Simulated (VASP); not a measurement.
# Ba in VASP: further runs

The runs below take Ba through single point, with PBE.

All numbers are computed with VASP 6.6.1; they aren't measurements. Logs are shortened: lines on timing, memory, paths and dates and some standing lists are left out, and cuts for length are marked.

### 1 The cell of the first run

The structure is monoclinic, space group P2/m (No. 10). The conventional cell has a = 3.524 Å, b = 3.759 Å, c = 4.074 Å, α = 90.00°, β = 91.45°, γ = 90.00°. Within 4.6 Å of Ba (site symmetry 2/m) lie 6 Ba at 3.52 to 4.07 Å.

### 2 Single point, PBE (strained)

INCAR reads:

```
PREC = Accurate
ENCUT = 520
EDIFF = 1E-7
ISMEAR = 0
SIGMA = 0.1
LREAL = F
LASPH = T
NELM = 60
ALGO = Fast
ISIF = 2
LWAVE = F
LCHARG = F
GGA = PE
NBANDS = 11
```

KPOINTS reads:

```
Automatic mesh
0
Gamma
  10 10 10
```

POSCAR reads:

```
Ba
1.0
    4.0738435075      0.0000000000     -0.0504755830
    0.0000000000      3.7589510630      0.0000000000
   -0.0455019022      0.0000000000      3.5236211539
Ba
1
Direct
    0.5000000000      0.5000000000      0.5000000000
```

Potentials or basis: VASP PAW PBE potentials, release 64 (Ba_sv).

Run with:

```sh
> cat potpaw_PBE.64/Ba_sv/POTCAR > POTCAR
> mpirun -np 1 vasp_std > vasp.out
```

OUTCAR:

```text
PREC = Accurate
   ENCUT = 520
   EDIFF = 1E-7
   ISMEAR = 0
   LREAL = F
   LASPH = T
   NELM = 60
   ISIF = 2
   GGA = PE

 ion  position               nearest neighbor table
   1  0.500  0.500  0.500-

  LATTYP: Found a simple monoclinic cell.
 ALAT       =     3.5239149336
 B/A-ratio  =     1.0666974470
 C/A-ratio  =     1.1561448765
 COS(beta)  =    -0.0252995034

  Lattice vectors:

 A1 = (  -0.0455019022,   0.0000000000,   3.5236211539)
 A2 = (   0.0000000000,  -3.7589510630,   0.0000000000)
 A3 = (   4.0738435075,   0.0000000000,  -0.0504755830)

Analysis of symmetry for initial positions (statically):
=====================================================================
 Subroutine PRICEL returns:
 Original cell was already a primitive cell.

 Routine SETGRP: Setting up the symmetry group for a
 simple monoclinic supercell.

 Subroutine GETGRP returns: Found  4 space group operations
 (whereof  4 operations were pure point group operations)
 out of a pool of  4 trial point group operations.

The static configuration has the point symmetry C_2h.

Analysis of symmetry for dynamics (positions and initial velocities):
=====================================================================
 Subroutine PRICEL returns:
 Original cell was already a primitive cell.

 Routine SETGRP: Setting up the symmetry group for a
 simple monoclinic supercell.

 Subroutine GETGRP returns: Found  4 space group operations
 (whereof  4 operations were pure point group operations)
 out of a pool of  4 trial point group operations.

The dynamic configuration has the point symmetry C_2h.

 Subroutine INISYM returns: Found  4 space group operations
 (whereof  4 operations are pure point group operations),
 and found     1 'primitive' translations

----------------------------------------------------------------------------------------

                                     Primitive cell

  volume of cell :      53.9499

  direct lattice vectors                    reciprocal lattice vectors
     4.073843508  0.000000000 -0.050475583     0.245507718  0.000000000  0.003170337
     0.000000000  3.758951063  0.000000000     0.000000000  0.266031662  0.000000000
    -0.045501902  0.000000000  3.523621154     0.003516878  0.000000000  0.283844369

  length of vectors
     4.074156196  3.758951063  3.523914934     0.245528187  0.266031662  0.283866156

  position of ions in fractional coordinates (direct lattice)
     0.500000000  0.500000000  0.500000000

  ion indices of the primitive-cell ions
   primitive index   ion index
[... 81 lines left out ...]
   POTIM  = 0.5000    time-step for ionic-motion
   TEBEG  =    0.0;   TEEND  =   0.0 temperature during run
   PSTRESS=    0.0 pullay stress
   NELECT =      10.0000    total number of electrons
   NUPDOWN=      -1.0000    fix difference up-down
   EMIN   =  10.00;   EMAX   =-10.00  energy-range for DOS
   EFERMI =   0.00;   METHOD = LEGACY
   ISMEAR =     0;   SIGMA  =   0.10  broadening in eV -4-tet -1-fermi 0-gaus
   EFERMI_NEDOS =   21; number of points for ismear=-14 and -15
   IALGO  =     68    algorithm
   IMIX   =      4    mixing-type and parameters
     AMIX     =   0.40;   BMIX     =  1.00
     AMIX_MAG =   1.60;   BMIX_MAG =  1.00
  volume/ion in A,a.u.               =      53.95       364.07
  Fermi-wavevector in a.u.,A,eV,Ry     =   0.933422  1.763911 11.854432  0.871276
  Thomas-Fermi vector in A             =   2.060122
   LORBIT       =      0    0 simple, 1 ext, 2 COOP (PROOUT), +10 PAW based schemes
   GGA     = PE    functional components
   LHFCALC =     F    Hartree Fock is set to
   AEXX    =    0.0000 exact exchange contribution
   IVDW    =     0    specifies the selected vdW correction
   LEPSILON=     F    determine dielectric tensor
   LRPA    =     F    only Hartree local field effects (RPA)
 non-spin polarized calculation
 RMM-DIIS sequential band-by-band and
 Gauss-broadening in eV      SIGMA  =   0.10
  energy-cutoff  :      520.00
  volume of cell :       53.95
 maximum number of plane-waves:      1468
   NGX = 15   NGY = 13   NGZ = 13

 number of electron      10.0000000 magnetization

 number of electron       9.9999999 magnetization

 Free energy of the ion-electron system (eV)
  ---------------------------------------------------
  ext. energy  EPLUGINS =         0.00000000
  ---------------------------------------------------
  free energy    TOTEN  =        -1.49122032 eV

  energy without entropy =       -1.48637186  energy(sigma->0) =       -1.48879609

 E-fermi :   2.0993     XC(G=0):  -7.8930

 val. band max:        2.0985943040   @ k =  -0.0000   0.0000   0.1000
 cond. band min:       2.1010615957   @ k =   0.4000   0.5000   0.5000
 fundamental gap:      0.0024672917
 Fermi energy:         2.0993334722

 k-point     1 :       0.0000    0.0000    0.0000
  band No.  band energies     occupation
      1     -26.9674      2.00000
      2     -11.8471      2.00000
      3     -11.6259      2.00000
      4     -11.3381      2.00000
      5      -0.4429      2.00000
      6       1.9926      1.86871
      7       2.0247      1.70898
      8       7.1449      0.00000
      9       7.7490      0.00000
     10       8.2574      0.00000
     11       9.3396      0.00000
[... 309 lines left out ...]
 k-point    24 :       0.5000    0.3000   -0.0000
  band No.  band energies     occupation
      1     -26.8593      2.00000
      2     -12.3165      2.00000
      3     -12.2783      2.00000
      4     -11.2367      2.00000
      5       1.5329      2.00000
      6       2.2251      0.07524
      7       4.3617      0.00000
      8       5.5053      0.00000
      9       6.4484      0.00000
     10       6.7005      0.00000
     11       8.3814      0.00000

 [... further k-points ...]

------------------------ aborting loop because EDIFF is reached ----------------------------------------

  FORCE on cell =-STRESS in cart. coord.  units (eV):
  Direction    XX          YY          ZZ          XY          YZ          ZX
  --------------------------------------------------------------------------------------
  -------------------------------------------------------------------------------------
  Total       -0.4883812      0.5409088      1.5734169      0.0000000      0.0000000     -0.0363601
  in kB      -14.5037002     16.0636369     46.7265438      0.0000000      0.0000000     -1.0798025
  external PRESSURE =      16.0954935 kB  Pullay stress =       0.0000000 kB

 VOLUME and BASIS-vectors are now :
 -----------------------------------------------------------------------------
  energy-cutoff  :      520.00
  volume of cell :       53.95
      direct lattice vectors                 reciprocal lattice vectors
     4.073843508  0.000000000 -0.050475583     0.245507718  0.000000000  0.003170337
     0.000000000  3.758951063  0.000000000     0.000000000  0.266031662  0.000000000
    -0.045501902  0.000000000  3.523621154     0.003516878  0.000000000  0.283844369

 POSITION                                       TOTAL-FORCE (eV/Angst)
 -----------------------------------------------------------------------------------
      2.01417      1.87948      1.73657         0.000000      0.000000      0.000000
 -----------------------------------------------------------------------------------
    total drift:                                0.000000      0.000000     -0.000000

  FREE ENERGIE OF THE ION-ELECTRON SYSTEM (eV)
  ---------------------------------------------------
  free  energy   TOTEN  =        -1.4912203195 eV

  energy  without entropy=       -1.4863718599  energy(sigma->0) =       -1.48879609
```

Run time: 66 s. Hardware: 1 thread of Intel Xeon 6975P-C (Granite Rapids), shared host; peak memory 0.29 GiB.

What came out:

```yaml
Free_energy: -1.4912 eV
Pressure: 1.6 GPa
Band_gap_on_the_k_mesh: zero (bands 5 and 6 overlap by 0.52 eV)
```

Caveat: the cell differs from its parent crystal (strained); spin-orbit coupling is left out, which moves the levels of the heavy elements.

### 3 Single point, PBE (the cell strained at random)

INCAR reads:

```
PREC = Accurate
ENCUT = 520
EDIFF = 1E-6
ISMEAR = 0
SIGMA = 0.1
LREAL = False
LASPH = True
NELM = 80
ALGO = Fast
ISIF = 2
LWAVE = False
LCHARG = False
GGA = PE
NBANDS = 11
```

KPOINTS reads:

```
regular mesh
0
Gamma
  10 10 10
```

POSCAR reads:

```
Ba
1.0
    3.8978989040      0.0012798880     -0.0126788905
    0.0012798880      4.0267676270      0.0123589185
   -0.0114295586      0.0111411155      3.6139759613
Ba
1
Direct
    0.5000000000      0.5000000000      0.5000000000
```

Potentials or basis: VASP PAW PBE potentials, release 64 (Ba_sv).

Run with:

```sh
> cat potpaw_PBE.64/Ba_sv/POTCAR > POTCAR
> mpirun -np 1 vasp_std > vasp.out
```

It took 94 s on 1 thread of Intel Xeon 6975P-C (Granite Rapids), shared host; peak memory 0.41 GiB.

It converged, with:

```
Free energy            : -1.5422 eV
Pressure               : 0.9 GPa
Band gap on the k mesh : zero (bands 5 and 6 overlap by 0.39 eV)
```

Stress tensor (GPa, compression positive):
```
 0.23  0.00 -0.03
 0.00 -0.87  0.03
-0.03  0.03  3.40
```

Levels at points of the mesh, in eV from the Fermi level:
| k point | band 3 | band 4 | band 5 | band 6 | band 7 | band 8 |
| --- | --- | --- | --- | --- | --- | --- |
| (0.00, 0.00, 0.00) | -13.88 | -13.61 | -2.56 | -0.05 | -0.02 | 4.83 |
| (0.50, 0.00, 0.00) | -13.89 | -13.54 | -0.66 | 0.51 | 0.94 | 2.35 |
| (0.00, 0.50, 0.00) | -13.83 | -13.56 | -0.81 | 0.39 | 0.78 | 2.79 |
| (0.50, 0.50, 0.00) | -14.47 | -13.49 | -1.05 | 0.44 | 3.45 | 3.50 |
| (0.00, 0.00, 0.50) | -13.81 | -13.73 | -0.28 | 0.92 | 1.29 | 2.05 |
| (0.50, 0.00, 0.50) | -14.46 | -13.73 | -1.25 | 1.14 | 2.57 | 3.19 |
| (0.00, 0.50, 0.50) | -14.37 | -13.68 | -1.17 | 0.92 | 2.76 | 3.59 |
| (0.50, 0.50, 0.50) | -14.39 | -14.27 | -0.47 | -0.23 | 0.35 | 4.05 |

Caveat: the cell differs from its parent crystal (the cell strained at random); spin-orbit coupling is left out, which moves the levels of the heavy elements.
